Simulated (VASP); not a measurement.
NaF, 2 atoms in the cell. It takes space group I4/mmm (No. 139, tetragonal). Conventional cell: a = 3.286 Å, b = 3.286 Å, c = 4.507 Å, α = 90.00°, β = 90.00°, γ = 90.00°. Within 3.0 Å of Na (site symmetry 4/mmm) lie 6 F at 2.25 to 2.32 Å. Within 3.0 Å of F (site symmetry 4/mmm) lie 6 Na at 2.25 to 2.32 Å.  This cell differs from its parent crystal: strain -0.0300 x Voigt [0, 0, 1, 0, 0, 0].

- Program: VASP 6.6.1
- Task: single point
- Functional: PBEsol
- Potentials or basis: VASP PAW PBE potentials, release 64 (Na_pv, F)
- Cutoff: 520 eV
- k mesh: 8 × 8 × 8
- Occupations: gaussian, width 0.05 eV
- Spin: no spin polarisation
- Dipole correction: no
- Further INCAR settings: ALGO = Normal; EDIFF = 1e-07; NBANDS = 14

Potentials or basis: VASP PAW PBE potentials, release 64 (Na_pv, F).

The run is started by

```sh
$ cat potpaw_PBE.64/Na_pv/POTCAR potpaw_PBE.64/F/POTCAR > POTCAR
$ mpirun -np 1 vasp_std > vasp.out
```

Hardware: 1 thread of Intel Xeon 8259CL, on a shared host.

**Question.** How long does it take, and how much memory?

**Answer.** It took 45 s on 1 thread of Intel Xeon 8259CL (shared host), peak memory 0.14 GiB. Counts: scf iterations 13, k points 59.
